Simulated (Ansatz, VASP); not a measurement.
One calculation of CuO, two programs

The input INCAR:

```
SYSTEM = CuO
ALGO = Fast ; EDIFF = 1E-6
ENCUT = 520 ; GGA = PS
ISIF = 2 ; ISMEAR = -5
LASPH = .True. ; LCHARG = .False.
LREAL = .False. ; LWAVE = .False.
NBANDS = 25 ; NELM = 60
PREC = Accurate ; SIGMA = 0.1
```

File KPOINTS:

```
k-points
0
Gamma
  16 16 8
  0 0 0
```

POSCAR

```
CuO
1.0
    2.3446500000     -1.7134000000      0.0000000000
    2.3446500000      1.7134000000      0.0000000000
   -0.8605500000      0.0000000000      5.0594400000
Cu O
2 2
Direct
    0.0032000000      0.4968000000      0.0000000000
    0.4968000000      0.0032000000      0.5000000000
    0.5714000000      0.4056000000      0.2537000000
    0.4056000000      0.5714000000      0.7537000000
```

Input for Ansatz:

```yaml
crystal:
  lattice:
    - [2.34465, -1.7134, 0.0]
    - [2.34465, 1.7134, 0.0]
    - [-0.86055, 0.0, 5.05944]
  atoms:
    - { symbol: Cu, position: [0.0032, 0.4968, 0.0] }
    - { symbol: Cu, position: [0.4968, 0.0032, 0.5] }
    - { symbol: O, position: [0.5714, 0.4056, 0.2537] }
    - { symbol: O, position: [0.4056, 0.5714, 0.7537] }
basis:
  ecutwfc: 420
kpoints:
  mp_grid: { grid: [16, 16, 8] }
hamiltonian:
  xc: pbesol
scf:
  occupations: { method: tetrahedron }
output:
  forces: true
  stress: true
  eigenvalues: true
```

Alike in both runs: task single point; functional PBEsol; k mesh 16 × 16 × 8; occupations tetrahedron; no spin polarisation.

|  | VASP | Ansatz |
| --- | --- | --- |
| version | VASP 6.6.1 | Ansatz 0.2.0 |
| potentials or method | VASP PAW PBE potentials, release 64 (Cu, O), cutoff 520 eV | scalar-relativistic, plane waves, PAW |
| valence electrons in the cell | 34 | 50 |

```csv
,VASP,Ansatz,Ansatz less VASP
gap on the k mesh at the Fermi level (eV),none,none,-
pressure (GPa),-2.0,-2.7,-0.67
"traceless stress, the component that is largest in VASP (GPa)",1.88,2.25,+0.373
rms of the force components (eV/Å),0.427,0.420,-0.0069
```

VASP's potentials were made for PBE, not for PBEsol. Atom by atom the forces differ by 0.022 eV/Å (rms over components). A gap of «none» marks a metal or a gap that the smearing closes. With one functional, cell and mesh, what is left measures potentials, basis and numerics. VASP's potentials hold 34 valence electrons a cell and Ansatz's 50, so a difference there can come from the potentials and not from the codes. Ansatz's warnings: band table not solved further, tetrahedron derivatives may miss energy slope.
